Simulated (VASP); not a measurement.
Set up this calculation in VASP 6.6.1, as the native input.

| Item | Value |
| --- | --- |
| Task | single point |
| Functional | PBEsol |
| Potentials or basis | VASP PAW PBE potentials, release 64 (Hf_pv, O) |
| Cutoff | 520 eV |
| k mesh | 6 × 6 × 4 |
| Occupations | gaussian, width 0.02 eV |
| Spin | no spin polarisation |
| Dipole correction | no |
| Further INCAR settings | ALGO = Normal; EDIFF = 1e-06; NBANDS = 31 |

The structure of HfO2 lies in POSCAR:

```
HfO2
1.0
    3.5670966446      0.0000000000      0.0000000000
    0.0000000000      3.5670966446      0.0000000000
    0.0000000000      0.0000000000      5.1660605460
Hf O
2 4
Direct
    0.5000000000      0.5000000000      0.5000000000
    0.0000000000      0.0000000000      0.0000000000
    0.0000000000      0.5000000000      0.7000992667
    0.5000000000      0.0000000000      0.7999007333
    0.5000000000      0.0000000000      0.2999007333
    0.0000000000      0.5000000000      0.2000992667
```

The input as run:

INCAR

```
ALGO = Normal
EDIFF = 1E-6
ENCUT = 520
GGA = PS
ISIF = 2
ISMEAR = 0
LASPH = T
LCHARG = F
LREAL = F
LWAVE = F
NBANDS = 31
NELM = 100
PREC = Accurate
SIGMA = 0.02
```

KPOINTS

```
k-points
0
Gamma
  6 6 4
```

Potentials or basis: VASP PAW PBE potentials, release 64 (Hf_pv, O).

Command:

```sh
$ cat potpaw_PBE.64/Hf_pv/POTCAR potpaw_PBE.64/O/POTCAR > POTCAR
$ mpirun -np 1 vasp_std > vasp.out
```

It gave:

```json
{"Pressure": "-3.3 GPa", "Largest force": "0.029 eV/Å", "Band gap on the k mesh": "4.57 eV (least direct gap 4.65 eV)"}
```

Caveat: the cell stands under tension; the PAW data sets were made with another functional, which shifts forces and pressure a little; spin-orbit coupling is left out, which moves the levels of the heavy elements.

It took 98 s on 1 thread of Intel Xeon 8259CL, with other jobs on the host, peak memory 0.21 GiB.
